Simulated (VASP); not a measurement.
# Al5P6 in VASP: relaxation of the atoms with PBE

Aim: the relaxation of the atoms of Al5P6 with PBE.

Program: VASP 6.6.1. These are calculated values, not measurements. Logs are shortened: lines on timing, memory, paths and dates and some standing lists are left out, and cuts for length are marked.

## 1. The cell of the first run

The cell holds a slab with vacuum, 11 atoms: a = 3.894 Å, b = 3.894 Å, c = 28.767 Å, α = 90.00°, β = 90.00°, γ = 90.00°.

## 2. Relaxation of the atoms, PBE

Contents of INCAR:

```
PREC     = Accurate       # precision mode
ENCUT    = 450            # plane-wave cutoff, eV
EDIFF    = 1E-7           # SCF threshold, eV
ISMEAR   = 0              # smearing method
SIGMA    = 0.05           # smearing width, eV
LREAL    = F              # projectors in reciprocal space
LASPH    = T              # aspherical terms in the spheres
NELM     = 120            # most SCF steps
ALGO     = Normal         # electronic algorithm
ISIF     = 2              # what is computed and relaxed
LWAVE    = F              # write WAVECAR
LCHARG   = F              # write CHGCAR
LDIPOL   = T            
IDIPOL   = 3            
DIPOL    = 0.5 0.5 0.500
GGA      = PE             # functional
IBRION   = 2              # ionic algorithm
NSW      = 80             # ionic steps
EDIFFG   = -0.02          # ionic threshold
GGA_COMPAT= F            
NELMIN   = 4            
NELMDL   = -8
```

Contents of KPOINTS:

```
regular mesh
0
Gamma
  7 7 1
```

Contents of POSCAR:

```
Al5P6
1.0
    3.8938964335      0.0000000000      0.0000000000
    0.0000000000      3.8938964335      0.0000000000
    0.0000000000      0.0000000000     28.7670028668
P Al
6 5
Direct
    0.0000000000      0.5000000000      0.2607153771
    0.5000000000      0.0000000000      0.3564292263
    0.0000000000      0.5000000000      0.4521430754
    0.5000000000      0.0000000000      0.5478569246
    0.0000000000      0.5000000000      0.6435707737
    0.5000000000      0.0000000000      0.7392846229
    0.5000000000      0.5000000000      0.3085723017
    0.0000000000      0.0000000000      0.4042861508
    0.5000000000      0.5000000000      0.5000000000
    0.0000000000      0.0000000000      0.5957138492
    0.5000000000      0.5000000000      0.6914276983
```

Potentials or basis: VASP PAW PBE potentials, release 64 (P, Al).

The run is started by

```bash
$ cat potpaw_PBE.64/P/POTCAR potpaw_PBE.64/Al/POTCAR > POTCAR
$ mpirun -np 1 vasp_std > vasp.out
```

OUTCAR:

```text
PREC = Accurate
   ENCUT = 450
   EDIFF = 1E-7
   ISMEAR = 0
   LREAL = F
   LASPH = T
   NELM = 120
   ISIF = 2
   GGA = PE
   IBRION = 2
   NSW = 80
   EDIFFG = -0.02
   NELMIN = 4
   NELMDL = -8

 ion  position               nearest neighbor table
   1  0.000  0.500  0.261-   7 2.38   7 2.38
   2  0.500  0.000  0.356-   8 2.38   8 2.38   7 2.38   7 2.38
   3  0.000  0.500  0.452-   9 2.38   9 2.38   8 2.38   8 2.38
   4  0.500  0.000  0.548-   9 2.38   9 2.38  10 2.38  10 2.38
   5  0.000  0.500  0.644-  10 2.38  10 2.38  11 2.38  11 2.38
   6  0.500  0.000  0.739-  11 2.38  11 2.38
   7  0.500  0.500  0.309-   2 2.38   2 2.38   1 2.38   1 2.38
   8  0.000  0.000  0.404-   2 2.38   2 2.38   3 2.38   3 2.38
   9  0.500  0.500  0.500-   3 2.38   4 2.38   4 2.38   3 2.38
  10  0.000  0.000  0.596-   5 2.38   5 2.38   4 2.38   4 2.38
  11  0.500  0.500  0.691-   5 2.38   5 2.38   6 2.38   6 2.38

  LATTYP: Found a simple tetragonal cell.
 ALAT       =     3.8938964335
 C/A-ratio  =     7.3877164835

  Lattice vectors:

 A1 = (   3.8938964335,   0.0000000000,   0.0000000000)
 A2 = (   0.0000000000,   3.8938964335,   0.0000000000)
 A3 = (   0.0000000000,   0.0000000000,  28.7670028668)

Analysis of symmetry for initial positions (statically):
=====================================================================
 Subroutine PRICEL returns:
 Original cell was already a primitive cell.

 Routine SETGRP: Setting up the symmetry group for a
 simple tetragonal supercell.

 Subroutine GETGRP returns: Found  8 space group operations
 (whereof  8 operations were pure point group operations)
 out of a pool of 16 trial point group operations.

The static configuration has the point symmetry D_2d.

Analysis of symmetry for dynamics (positions and initial velocities):
=====================================================================
 Subroutine PRICEL returns:
 Original cell was already a primitive cell.

 Routine SETGRP: Setting up the symmetry group for a
 simple tetragonal supercell.

 Subroutine GETGRP returns: Found  8 space group operations
 (whereof  8 operations were pure point group operations)
 out of a pool of 16 trial point group operations.

The dynamic configuration has the point symmetry D_2d.

 Subroutine INISYM returns: Found  8 space group operations
 (whereof  8 operations are pure point group operations),
 and found     1 'primitive' translations

----------------------------------------------------------------------------------------

                                     Primitive cell

  volume of cell :     436.1777

  direct lattice vectors                    reciprocal lattice vectors
     3.893896434  0.000000000  0.000000000     0.256812172  0.000000000  0.000000000
     0.000000000  3.893896434  0.000000000     0.000000000  0.256812172  0.000000000
     0.000000000  0.000000000 28.767002867     0.000000000  0.000000000  0.034762050

  length of vectors
     3.893896434  3.893896434 28.767002867     0.256812172  0.256812172  0.034762050

  position of ions in fractional coordinates (direct lattice)
     0.000000000  0.500000000  0.260715377
     0.500000000  0.000000000  0.356429226
     0.000000000  0.500000000  0.452143075
     0.500000000  0.000000000  0.547856925
     0.000000000  0.500000000  0.643570774
     0.500000000  0.000000000  0.739284623
     0.500000000  0.500000000  0.308572302
     0.000000000  0.000000000  0.404286151
     0.500000000  0.500000000  0.500000000
     0.000000000  0.000000000  0.595713849
     0.500000000  0.500000000  0.691427698

  ion indices of the primitive-cell ions
   primitive index   ion index
                 1           1
                 2           2
                 3           3
                 4           4
                 5           5
                 6           6
                 7           7
                 8           8
                 9           9
[... 23 lines left out ...]

 Subroutine IBZKPT returns following result:
 ===========================================

 Found     10 irreducible k-points:

 Following reciprocal coordinates:
            Coordinates               Weight
  0.000000  0.000000  0.000000      1.000000
  0.142857  0.000000  0.000000      4.000000
  0.285714  0.000000  0.000000      4.000000
  0.428571  0.000000  0.000000      4.000000
  0.142857  0.142857  0.000000      4.000000
  0.285714  0.142857  0.000000      8.000000
  0.428571  0.142857  0.000000      8.000000
  0.285714  0.285714  0.000000      4.000000
  0.428571  0.285714  0.000000      8.000000
  0.428571  0.428571  0.000000      4.000000
   k-points           NKPTS =     10   k-points in BZ     NKDIM =     10   number of bands    NBANDS=     28
   number of dos      NEDOS =    301   number of ions     NIONS =     11
   total plane-waves  NPLWV = 156800
   dimension x,y,z NGX =    28 NGY =   28 NGZ =  200
   dimension x,y,z NGXF=    56 NGYF=   56 NGZF=  400
   ions per type =               6   5
   NGX,Y,Z   is equivalent  to a cutoff of  11.95, 11.95, 11.56 a.u.
   NGXF,Y,Z  is equivalent  to a cutoff of  23.91, 23.91, 23.12 a.u.
 SYSTEM =  unknown system
   PREC   = accura    normal or accurate (medium, high low for compatibility)
   ISTART =      0    job   : 0-new  1-cont  2-samecut
   ICHARG =      2    charge: 1-file 2-atom 10-const
   ISPIN  =      1    spin polarized calculation?
   LNONCOLLINEAR =      F non collinear calculations
   LSORBIT =      F    spin-orbit coupling
   LASPH  =      T    aspherical Exc in radial PAW
   ENCUT  =  450.0 eV  33.07 Ry    5.75 a.u.   6.74  6.74 49.76*2*pi/ulx,y,z
   NELM   =    120;   NELMIN=  4; NELMDL= -8     # of ELM steps
   EDIFF  = 0.1E-06   stopping-criterion for ELM
   LREAL  =      F    real-space projection
   EDIFFG = -.2E-01   stopping-criterion for IOM
   NSW    =     80    number of steps for IOM
   IBRION =      2    ionic relax: 0-MD 1-quasi-New 2-CG
   NFREE  =      1    steps in history (QN), initial steepest desc. (CG)
   ISIF   =      2    stress and relaxation
   ISYM   =      2    0-nonsym 1-usesym 2-fastsym
   POTIM  = 0.5000    time-step for ionic-motion
   TEBEG  =    0.0;   TEEND  =   0.0 temperature during run
   PSTRESS=    0.0 pullay stress
   NELECT =      45.0000    total number of electrons
   NUPDOWN=      -1.0000    fix difference up-down
   EMIN   =  10.00;   EMAX   =-10.00  energy-range for DOS
   EFERMI =   0.00;   METHOD = LEGACY
   ISMEAR =     0;   SIGMA  =   0.05  broadening in eV -4-tet -1-fermi 0-gaus
   EFERMI_NEDOS =   21; number of points for ismear=-14 and -15
   IALGO  =     38    algorithm
   IMIX   =      4    mixing-type and parameters
     AMIX     =   0.40;   BMIX     =  1.00
     AMIX_MAG =   1.60;   BMIX_MAG =  1.00
  volume/ion in A,a.u.               =      39.65       267.59
  Fermi-wavevector in a.u.,A,eV,Ry     =   0.767817  1.450964  8.021224  0.589543
  Thomas-Fermi vector in A             =   1.868456
   LORBIT       =      0    0 simple, 1 ext, 2 COOP (PROOUT), +10 PAW based schemes
   GGA     = PE    functional components
   LHFCALC =     F    Hartree Fock is set to
   AEXX    =    0.0000 exact exchange contribution
   IVDW    =     0    specifies the selected vdW correction
   LEPSILON=     F    determine dielectric tensor
   LRPA    =     F    only Hartree local field effects (RPA)
 conjugate gradient relaxation of ions
 non-spin polarized calculation
 Gauss-broadening in eV      SIGMA  =   0.05
  energy-cutoff  :      450.00
  volume of cell :      436.18
 maximum number of plane-waves:      9499
 NGX is ok and might be reduce to    28
   NGX = 13   NGY = 13   NGZ = 99

--------------------------------------- Ionic step        1  -------------------------------------------

 number of electron      45.0000011 magnetization

 Free energy of the ion-electron system (eV)
  ---------------------------------------------------
  ext. energy  EPLUGINS =         0.00000000
  ---------------------------------------------------
  free energy    TOTEN  =       -53.23592966 eV

  energy without entropy =      -53.22443371  energy(sigma->0) =      -53.23018168

------------------------ aborting loop because EDIFF is reached ----------------------------------------

  FORCE on cell =-STRESS in cart. coord.  units (eV):
  Direction    XX          YY          ZZ          XY          YZ          ZX
  --------------------------------------------------------------------------------------
  -------------------------------------------------------------------------------------
  Total       -2.1411263     -2.1411263     -0.7736417      0.0000000     -0.0000000      0.0000000
  in kB       -7.8648323     -7.8648323     -2.8417576      0.0000000     -0.0000000      0.0000000
  external PRESSURE =      -6.1904740 kB  Pullay stress =       0.0000000 kB
[... 206 lines left out ...]
  FREE ENERGIE OF THE ION-ELECTRON SYSTEM (eV)
  ---------------------------------------------------
  free  energy   TOTEN  =       -53.2545762560 eV

  energy  without entropy=      -53.2420257290  energy(sigma->0) =      -53.24830099

 dipolmoment           0.000000      0.000000     -0.000000 electrons x Angstroem

--------------------------------------- Ionic step        6  -------------------------------------------

 number of electron      45.0000011 magnetization

------------------------ aborting loop because EDIFF is reached ----------------------------------------
[... 40 lines left out ...]
--------------------------------------- Ionic step        7  -------------------------------------------

 number of electron      45.0000011 magnetization

 dipolmoment           0.000000      0.000000      0.000000 electrons x Angstroem

 Free energy of the ion-electron system (eV)
  ---------------------------------------------------
  ext. energy  EPLUGINS =         0.00000000
  ---------------------------------------------------
  free energy    TOTEN  =       -53.25506749 eV

  energy without entropy =      -53.24252657  energy(sigma->0) =      -53.24879703

 E-fermi :  -0.7483     XC(G=0):  -5.3981

 val. band max:       -0.7510124295   @ k =   0.4286   0.2857   0.0000
 cond. band min:      -0.7263749067   @ k =   0.2857   0.2857   0.0000
 fundamental gap:      0.0246375228
 Fermi energy:        -0.7483445377

 k-point     1 :       0.0000    0.0000    0.0000
  band No.  band energies     occupation
      1     -12.1175      2.00000
      2     -11.7309      2.00000
      3     -11.2008      2.00000
      4     -10.5782      2.00000
      5      -9.7871      2.00000
      6      -9.6545      2.00000
[... 299 lines left out ...]
     27       2.1771      0.00000
     28       2.3201      0.00000

------------------------ aborting loop because EDIFF is reached ----------------------------------------

 vacuum level on the upper side and lower side of the slab       (xc-potential included)        -0.086        -0.086

  FORCE on cell =-STRESS in cart. coord.  units (eV):
  Direction    XX          YY          ZZ          XY          YZ          ZX
  --------------------------------------------------------------------------------------
  -------------------------------------------------------------------------------------
  Total       -1.7906163     -1.7906163     -0.3570581      0.0000000      0.0000000      0.0000000
  in kB       -6.5773311     -6.5773311     -1.3115536      0.0000000      0.0000000      0.0000000
  external PRESSURE =      -4.8220719 kB  Pullay stress =       0.0000000 kB
[... 26 lines left out ...]
  FREE ENERGIE OF THE ION-ELECTRON SYSTEM (eV)
  ---------------------------------------------------
  free  energy   TOTEN  =       -53.2550674899 eV

  energy  without entropy=      -53.2425265654  energy(sigma->0) =      -53.24879703

 reached required accuracy - stopping structural energy minimisation

 vacuum level on the upper side and lower side of the slab         5.573         5.573
```

Run time: 7.4 min. Hardware: 1 thread of Intel Xeon Platinum 8488C (Sapphire Rapids), shared host; peak memory 0.43 GiB.

Results:

```yaml
Free_energy: -53.2551 eV
Energy_gained_by_relaxing: 1.7 meV/atom
Ionic_steps: 7
Largest_force_after_relaxing: 0.019 eV/Å
Band_gap_on_the_k_mesh: zero (an odd number of electrons rules out a gap without spin polarisation)
```

Forces in eV/Å, atoms in the order of the input:
```
P    0.000  0.000  0.009
P    0.000  0.000  0.015
P    0.000  0.000 -0.019
P    0.000  0.000  0.019
P    0.000  0.000 -0.015
P    0.000  0.000 -0.009
Al   0.000  0.000  0.010
Al   0.000  0.000  0.006
Al   0.000  0.000  0.000
Al   0.000  0.000 -0.006
Al   0.000  0.000 -0.010
```

Step by step:
| step | energy change (eV) | largest force (eV/Å) | pressure (GPa) |
| --- | --- | --- | --- |
| 1 | 0.0000 | 0.3602 | -0.62 |
| 2 | -0.0165 | 0.1219 | -0.56 |
| 3 | -0.0172 | 0.0821 | -0.55 |
| 4 | -0.0183 | 0.0490 | -0.53 |
| 5 | -0.0186 | 0.0498 | -0.51 |
| 6 | -0.0190 | 0.0217 | -0.49 |
| 7 | -0.0191 | 0.0188 | -0.48 |

Final structure:
```
P Al
1.0
     3.89390    0.00000    0.00000
     0.00000    3.89390    0.00000
     0.00000    0.00000   28.76700
P Al
6 5
Direct
  0.00000 0.50000 0.26178
  0.50000 0.00000 0.35661
  0.00000 0.50000 0.45209
  0.50000 0.00000 0.54791
  0.00000 0.50000 0.64339
  0.50000 0.00000 0.73822
  0.50000 0.50000 0.30789
  0.00000 0.00000 0.40379
  0.50000 0.50000 0.50000
  0.00000 0.00000 0.59621
  0.50000 0.50000 0.69211
```

Levels at points of the mesh, in eV from the Fermi level:
```
           k point  band 18  band 19  band 20  band 21  band 22  band 23  band 24  band 25  band 26  band 27
(0.00, 0.00, 0.00)    -0.63    -0.32    -0.15    -0.15     0.07     1.07     1.07     1.76     2.31     2.66
```

Caveat: an odd number of electrons without spin polarisation forces a metal; a magnetic or distorted state may lie lower.

The gap in the log of VASP goes by the Fermi energy; the results here count the filled bands.